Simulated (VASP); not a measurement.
MgRe3:

```xyz
4
Lattice="0.0000 3.1145 3.1145 3.1145 0.0000 3.1145 3.1145 3.1145 0.0000" Properties=species:S:1:pos:R:3 pbc="T T T"
Mg    0.0000    0.0000    0.0000
Re    1.5573    1.5573    1.5573
Re    3.1145    3.1145    3.1145
Re    4.6718    4.6718    4.6718
```

```yaml
Program: VASP 6.6.1
Task: relaxation of cell and atoms
Functional: LDA
Potentials_or_basis: VASP PAW LDA potentials, release 64 (Mg, Re)
Cutoff: 600 eV
k_mesh: 6 × 6 × 6
Occupations: fermi-dirac, width 0.05 eV
Spin: no spin polarisation
```

At the start: pressure -12.7 GPa; volume 15.11 Å³/atom.

Task: How do energy, volume and symmetry change on relaxing?

Result: Over 4 steps the energy falls by 28.8 meV/atom and the volume is 14.41 Å³/atom (-4.6 %); space group Fm-3m (No. 225, to 0.1 Å) before and after.

Step by step:
```tsv
step	energy change (eV)	largest force (eV/Å)	pressure (GPa)	volume (Å³)
1	0.0000	0.0000	-12.67	60.42
2	0.9022	0.0000	51.77	50.57
3	-0.1149	0.0000	-0.77	57.78
4	-0.1152	0.0000	-0.12	57.66
```

Final structure:
```
CELL_PARAMETERS angstrom
0.00000 3.06623 3.06623
3.06623 0.00000 3.06623
3.06623 3.06623 0.00000
ATOMIC_POSITIONS crystal
Mg 0.00000 0.00000 0.00000
Re 0.25000 0.25000 0.25000
Re 0.50000 0.50000 0.50000
Re 0.75000 0.75000 0.75000
```
